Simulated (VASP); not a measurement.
# Al16H in VASP: relaxation of the atoms with PBEsol

Aim: the relaxation of the atoms of Al16H with PBEsol.

Everything below comes from runs of VASP 6.6.1. Logs are shortened: lines on timing, memory, paths and dates and some standing lists are left out, and cuts for length are marked.

## 1. The cell of the first run

The cell holds a slab with vacuum, 17 atoms: a = 5.728 Å, b = 5.728 Å, c = 18.015 Å, α = 90.00°, β = 90.00°, γ = 60.00°.

## 2. Relaxation of the atoms, PBEsol

File INCAR:

```
SYSTEM = Al16H
PREC = Accurate ; ENCUT = 520
EDIFF = 1E-7 ; ISMEAR = -1
SIGMA = 0.05 ; LREAL = Auto
LASPH = .TRUE. ; NELM = 80
ALGO = Normal ; ISIF = 2
LWAVE = .FALSE. ; LCHARG = .FALSE.
GGA = PS ; IBRION = 2
NSW = 45 ; EDIFFG = -0.08
```

File KPOINTS:

```
Automatic mesh
0
G
  3 3 1
  0 0 0
```

File POSCAR:

```
Al16H
1.0
    5.7275650000      0.0000000000      0.0000000000
    2.8637820000      4.9602170000      0.0000000000
    0.0000000000      0.0000000000     18.0148060000
Al H
16 1
Selective dynamics
Direct
    0.0000000000      0.0000000000      0.0555099000  F F F
    0.5000000000      0.0000000000      0.0555099000  F F F
    0.0000000000      0.5000000000      0.0555099000  F F F
    0.5000000000      0.5000000000      0.0555099000  F F F
    0.1666667000      0.1666667000      0.1853069000  T T T
    0.6666667000      0.1666667000      0.1853069000  T T T
    0.1666667000      0.6666667000      0.1853069000  T T T
    0.6666667000      0.6666667000      0.1853069000  T T T
   -0.1666667000      0.3333333000      0.3151040000  T T T
    0.3333333000      0.3333333000      0.3151040000  T T T
   -0.1666667000      0.8333333000      0.3151040000  T T T
    0.3333333000      0.8333333000      0.3151040000  T T T
    0.0000000000      0.0000000000      0.4449010000  T T T
    0.5000000000      0.0000000000      0.4449010000  T T T
    0.0000000000      0.5000000000      0.4449010000  T T T
    0.5000000000      0.5000000000      0.4449010000  T T T
   -0.0022074000      0.0069322000      0.5309414000  T T T
```

Potentials or basis: VASP PAW PBE potentials, release 64 (Al, H).

On the command line:

```console
$ cat potpaw_PBE.64/Al/POTCAR potpaw_PBE.64/H/POTCAR > POTCAR
$ mpirun -np 1 vasp_std > vasp.out
```

OUTCAR:

```text
SYSTEM = Al16H
   PREC = Accurate
   ENCUT = 520
   EDIFF = 1E-7
   ISMEAR = -1
   LREAL = Auto
   LASPH = .TRUE.
   NELM = 80
   ISIF = 2
   GGA = PS
   IBRION = 2
   NSW = 45
   EDIFFG = -0.08

 ion  position               nearest neighbor table
   1  0.000  0.000  0.056-   7 2.86   6 2.86   5 2.86   3 2.86   3 2.86   2 2.86   2 2.86   4 2.86
                             4 2.86
   2  0.500  0.000  0.056-   8 2.86   5 2.86   6 2.86   4 2.86   4 2.86   1 2.86   1 2.86   3 2.86
                             3 2.86
   3  0.000  0.500  0.056-   5 2.86   8 2.86   7 2.86   1 2.86   1 2.86   4 2.86   4 2.86   2 2.86
                             2 2.86
   4  0.500  0.500  0.056-   6 2.86   7 2.86   8 2.86   2 2.86   2 2.86   3 2.86   3 2.86   1 2.86
                             1 2.86
   5  0.167  0.167  0.185-   3 2.86   2 2.86   1 2.86   7 2.86   7 2.86   6 2.86   6 2.86   8 2.86
                             8 2.86  10 2.86  12 2.86   9 2.86
   6  0.667  0.167  0.185-   4 2.86   1 2.86   2 2.86   8 2.86   8 2.86   5 2.86   5 2.86   7 2.86
                             7 2.86   9 2.86  11 2.86  10 2.86
   7  0.167  0.667  0.185-   1 2.86   4 2.86   3 2.86   5 2.86   5 2.86   8 2.86   8 2.86   6 2.86
                             6 2.86  12 2.86  10 2.86  11 2.86
   8  0.667  0.667  0.185-   2 2.86   3 2.86   4 2.86   6 2.86   6 2.86   7 2.86   7 2.86   5 2.86
                             5 2.86  11 2.86   9 2.86  12 2.86
   9  0.833  0.333  0.315-  13 2.86  16 2.86  15 2.86  11 2.86  11 2.86  10 2.86  10 2.86  12 2.86
                            12 2.86   6 2.86   8 2.86   5 2.86
  10  0.333  0.333  0.315-  14 2.86  15 2.86  16 2.86  12 2.86  12 2.86   9 2.86   9 2.86  11 2.86
                            11 2.86   5 2.86   7 2.86   6 2.86
  11  0.833  0.833  0.315-  15 2.86  14 2.86  13 2.86   9 2.86   9 2.86  12 2.86  12 2.86  10 2.86
                            10 2.86   8 2.86   6 2.86   7 2.86
  12  0.333  0.833  0.315-  16 2.86  13 2.86  14 2.86  10 2.86  10 2.86  11 2.86  11 2.86   9 2.86
                             9 2.86   7 2.86   5 2.86   8 2.86
  13  0.000  0.000  0.445-  17 1.55   9 2.86  12 2.86  11 2.86  15 2.86  15 2.86  14 2.86  14 2.86
                            16 2.86  16 2.86
  14  0.500  0.000  0.445-  10 2.86  11 2.86  12 2.86  16 2.86  16 2.86  13 2.86  13 2.86  15 2.86
                            15 2.86
  15  0.000  0.500  0.445-  11 2.86  10 2.86   9 2.86  13 2.86  13 2.86  16 2.86  16 2.86  14 2.86
                            14 2.86
  16  0.500  0.500  0.445-  12 2.86   9 2.86  10 2.86  14 2.86  14 2.86  15 2.86  15 2.86  13 2.86
                            13 2.86
  17  0.998  0.007  0.531-  13 1.55

  LATTYP: Found a hexagonal cell.
 ALAT       =     5.7275649303
 C/A-ratio  =     3.1452818465

  Lattice vectors:

 A1 = (  -2.8637820000,  -4.9602170000,   0.0000000000)
 A2 = (   5.7275650000,   0.0000000000,   0.0000000000)
 A3 = (   0.0000000000,   0.0000000000,  18.0148060000)

Analysis of symmetry for initial positions (statically):
=====================================================================
 Subroutine PRICEL returns:
 Original cell was already a primitive cell.

 Routine SETGRP: Setting up the symmetry group for a
 hexagonal supercell.

 Subroutine GETGRP returns: Found  1 space group operations
 (whereof  1 operations were pure point group operations)
 out of a pool of 24 trial point group operations.

The static configuration has the point symmetry C_1 .

Analysis of symmetry for dynamics (positions and initial velocities):
=====================================================================
 Subroutine PRICEL returns:
 Original cell was already a primitive cell.

 Routine SETGRP: Setting up the symmetry group for a
 hexagonal supercell.

 Subroutine GETGRP returns: Found  1 space group operations
 (whereof  1 operations were pure point group operations)
 out of a pool of 24 trial point group operations.

The dynamic configuration has the point symmetry C_1 .

Analysis of constrained symmetry for selective dynamics:
=====================================================================
 Subroutine PRICEL returns:
 Original cell was already a primitive cell.

 Routine SETGRP: Setting up the symmetry group for a
 hexagonal supercell.

 Subroutine GETGRP returns: Found  1 space group operations
 (whereof  1 operations were pure point group operations)
 out of a pool of 24 trial point group operations.

The constrained configuration has the point symmetry C_1 .

 Subroutine INISYM returns: Found  1 space group operations
[... 42 lines left out ...]
                 5           5
                 6           6
[... 9 lines left out ...]
                16          16
                17          17

----------------------------------------------------------------------------------------

 KPOINTS: Automatic mesh

Automatic generation of k-mesh.
 Grid dimensions read from file:
 generate k-points for:    3    3    1

 Generating k-lattice:

  Cartesian coordinates                     Fractional coordinates (reciprocal lattice)
     0.058198088 -0.033600675  0.000000000     0.333333333  0.000000000  0.000000000
     0.000000000  0.067201361  0.000000000     0.000000000  0.333333333  0.000000000
     0.000000000  0.000000000  0.055509896     0.000000000  0.000000000  1.000000000

  Length of vectors
     0.067201360  0.067201361  0.055509896

  Shift w.r.t. Gamma in fractional coordinates (k-lattice)
     0.000000000  0.000000000  0.000000000

 Subroutine IBZKPT returns following result:
 ===========================================

 Found      5 irreducible k-points:

 Following reciprocal coordinates:
            Coordinates               Weight
  0.000000  0.000000  0.000000      1.000000
  0.333333  0.000000  0.000000      2.000000
  0.333333  0.333333  0.000000      2.000000
  0.000000  0.333333  0.000000      2.000000
 -0.333333  0.333333  0.000000      2.000000
   k-points           NKPTS =      5   k-points in BZ     NKDIM =      5   number of bands    NBANDS=     33
   number of dos      NEDOS =    301   number of ions     NIONS =     17
   total plane-waves  NPLWV = 322560
   dimension x,y,z NGX =    48 NGY =   48 NGZ =  140
   dimension x,y,z NGXF=    96 NGYF=   96 NGZF=  280
   ions per type =              16   1
   NGX,Y,Z   is equivalent  to a cutoff of  13.93, 13.93, 12.92 a.u.
   NGXF,Y,Z  is equivalent  to a cutoff of  27.86, 27.86, 25.84 a.u.
 SYSTEM =  Al16H
   PREC   = accura    normal or accurate (medium, high low for compatibility)
   ISTART =      0    job   : 0-new  1-cont  2-samecut
   ICHARG =      2    charge: 1-file 2-atom 10-const
   ISPIN  =      1    spin polarized calculation?
   LNONCOLLINEAR =      F non collinear calculations
   LSORBIT =      F    spin-orbit coupling
   LASPH  =      T    aspherical Exc in radial PAW
   ENCUT  =  520.0 eV  38.22 Ry    6.18 a.u.  10.65 10.65 33.50*2*pi/ulx,y,z
   NELM   =     80;   NELMIN=  2; NELMDL= -5     # of ELM steps
   EDIFF  = 0.1E-06   stopping-criterion for ELM
   LREAL  =      T    real-space projection
   EDIFFG = -.8E-01   stopping-criterion for IOM
   NSW    =     45    number of steps for IOM
   IBRION =      2    ionic relax: 0-MD 1-quasi-New 2-CG
   NFREE  =      1    steps in history (QN), initial steepest desc. (CG)
   ISIF   =      2    stress and relaxation
   ISYM   =      2    0-nonsym 1-usesym 2-fastsym
   POTIM  = 0.5000    time-step for ionic-motion
   TEBEG  =    0.0;   TEEND  =   0.0 temperature during run
   PSTRESS=    0.0 pullay stress
   NELECT =      49.0000    total number of electrons
   NUPDOWN=      -1.0000    fix difference up-down
   EMIN   =  10.00;   EMAX   =-10.00  energy-range for DOS
   EFERMI =   0.00;   METHOD = LEGACY
   ISMEAR =    -1;   SIGMA  =   0.05  broadening in eV -4-tet -1-fermi 0-gaus
   EFERMI_NEDOS =   21; number of points for ismear=-14 and -15
   IALGO  =     38    algorithm
   IMIX   =      4    mixing-type and parameters
     AMIX     =   0.40;   BMIX     =  1.00
     AMIX_MAG =   1.60;   BMIX_MAG =  1.00
  volume/ion in A,a.u.               =      30.11       203.16
  Fermi-wavevector in a.u.,A,eV,Ry     =   0.748928  1.415269  7.631415  0.560893
  Thomas-Fermi vector in A             =   1.845330
   LORBIT       =      0    0 simple, 1 ext, 2 COOP (PROOUT), +10 PAW based schemes
   GGA     = PS    functional components
   LHFCALC =     F    Hartree Fock is set to
   AEXX    =    0.0000 exact exchange contribution
   IVDW    =     0    specifies the selected vdW correction
   LEPSILON=     F    determine dielectric tensor
   LRPA    =     F    only Hartree local field effects (RPA)
 conjugate gradient relaxation of ions
 non-spin polarized calculation
  energy-cutoff  :      520.00
  volume of cell :      511.80
 maximum number of plane-waves:     13819
 NGX is ok and might be reduce to    42
   NGX = 21   NGY = 21   NGZ = 67

--------------------------------------- Ionic step        1  -------------------------------------------

 number of electron      48.9999999 magnetization

 Free energy of the ion-electron system (eV)
  ---------------------------------------------------
  ext. energy  EPLUGINS =         0.00000000
  ---------------------------------------------------
  free energy    TOTEN  =       -65.26732096 eV

  energy without entropy =      -65.21781150  energy(sigma->0) =      -65.24256623

------------------------ aborting loop because EDIFF is reached ----------------------------------------

  FORCE on cell =-STRESS in cart. coord.  units (eV):
  Direction    XX          YY          ZZ          XY          YZ          ZX
  --------------------------------------------------------------------------------------
  -------------------------------------------------------------------------------------
  Total       -7.6533683     -7.7086269      2.5972802      0.0059927      0.0011685      0.0000585
  in kB      -23.9586810    -24.1316666      8.1307218      0.0187601      0.0036581      0.0001830
  external PRESSURE =     -13.3198753 kB  Pullay stress =       0.0000000 kB
[... 134 lines left out ...]
  FREE ENERGIE OF THE ION-ELECTRON SYSTEM (eV)
  ---------------------------------------------------
  free  energy   TOTEN  =       -65.3067870253 eV

  energy  without entropy=      -65.2573253269  energy(sigma->0) =      -65.28205618

[... ionic steps 4 to 12 ...]

--------------------------------------- Ionic step       13  -------------------------------------------

 number of electron      49.0000000 magnetization

------------------------ aborting loop because EDIFF is reached ----------------------------------------
[... 97 lines left out ...]
--------------------------------------- Ionic step       15  -------------------------------------------

 number of electron      49.0000000 magnetization

 Free energy of the ion-electron system (eV)
  ---------------------------------------------------
  ext. energy  EPLUGINS =         0.00000000
  ---------------------------------------------------
  free energy    TOTEN  =       -65.44082796 eV

  energy without entropy =      -65.40854297  energy(sigma->0) =      -65.42468546

 E-fermi :   2.1519     XC(G=0):  -6.3595

 val. band max:        2.1066601225   @ k =   0.0000   0.0000   0.0000
 cond. band min:       2.2685105339   @ k =   0.0000   0.0000   0.0000
 fundamental gap:      0.1618504114
 Fermi energy:         2.1518865557

 k-point     1 :       0.0000    0.0000    0.0000
  band No.  band energies     occupation
      1      -8.7082      2.00000
      2      -7.6633      2.00000
      3      -6.0342      2.00000
      4      -3.9233      2.00000
      5      -2.8742      2.00000
      6      -2.8715      2.00000
[... 213 lines left out ...]
  FREE ENERGIE OF THE ION-ELECTRON SYSTEM (eV)
  ---------------------------------------------------
  free  energy   TOTEN  =       -65.4408279560 eV

  energy  without entropy=      -65.4085429729  energy(sigma->0) =      -65.42468546

 reached required accuracy - stopping structural energy minimisation
```

Wall time 70 min (1 thread of Intel Xeon 8259CL, shared host); peak memory 0.69 GiB.

Results:

| Property | Result |
| --- | --- |
| Free energy | -65.4408 eV |
| Energy gained by relaxing | 10.2 meV/atom |
| Ionic steps | 15 |
| Band gap on the k mesh | zero (an odd number of electrons rules out a gap without spin polarisation) |

The path:
| step | energy change (eV) | largest force on free atoms (eV/Å) | pressure (GPa) |
| --- | --- | --- | --- |
| 1 | 0.0000 | 1.0524 | -1.33 |
| 2 | -0.0393 | 0.4611 | -1.44 |
| 3 | -0.0395 | 0.5100 | -1.45 |
| 4 | -0.0556 | 0.4356 | -1.44 |
| 5 | -0.0800 | 0.2643 | -1.42 |
| 6 | -0.0821 | 0.2051 | -1.40 |
| 7 | -0.1001 | 0.2203 | -1.42 |
| 8 | -0.1385 | 0.3045 | -1.46 |
| 9 | -0.1367 | 0.4923 | -1.47 |
| 10 | -0.1516 | 0.3875 | -1.47 |
| 11 | -0.1627 | 0.2967 | -1.56 |
| 12 | -0.1632 | 0.2239 | -1.54 |
| 13 | -0.1717 | 0.1302 | -1.54 |
| 14 | -0.1734 | 0.0874 | -1.53 |
| 15 | -0.1735 | 0.0699 | -1.53 |

Final structure:
```
Al H
1.0
     5.72757    0.00000    0.00000
     2.86378    4.96022    0.00000
     0.00000    0.00000   18.01481
Al H
16 1
Cartesian
  0.0000 0.0000 1.0000
  2.8638 0.0000 1.0000
  1.4319 2.4801 1.0000
  4.2957 2.4801 1.0000
  1.4074 0.8137 3.2965
  4.3204 0.8140 3.2964
  2.8640 3.3354 3.2958
  5.7278 3.3085 3.3284
  5.7277 1.6158 5.6621
  2.8643 1.6559 5.6185
  7.1900 4.1515 5.6584
  4.2648 4.1517 5.6591
  2.8635 4.9590 8.3711
  2.8640 0.0144 7.9093
  1.4424 2.4757 7.9119
  4.2862 2.4759 7.9128
  5.7328 0.0251 9.9939
```

Levels at points of the mesh, in eV from the Fermi level:
| k point | band 21 | band 22 | band 23 | band 24 | band 25 | band 26 | band 27 | band 28 |
| --- | --- | --- | --- | --- | --- | --- | --- | --- |
| (0.00, 0.00, 0.00) | -2.57 | -2.00 | -2.00 | -1.56 | -0.33 | -0.12 | -0.12 | -0.05 |

Caveat: the k points lie up to 0.42 Å⁻¹ apart, too coarse for converged energies and pressures of a metal; there is no dipole correction, which matters where the two faces differ; the PAW data sets were made with another functional, which shifts forces and pressure a little.

The gap in the log of VASP goes by the Fermi energy; the results here count the filled bands.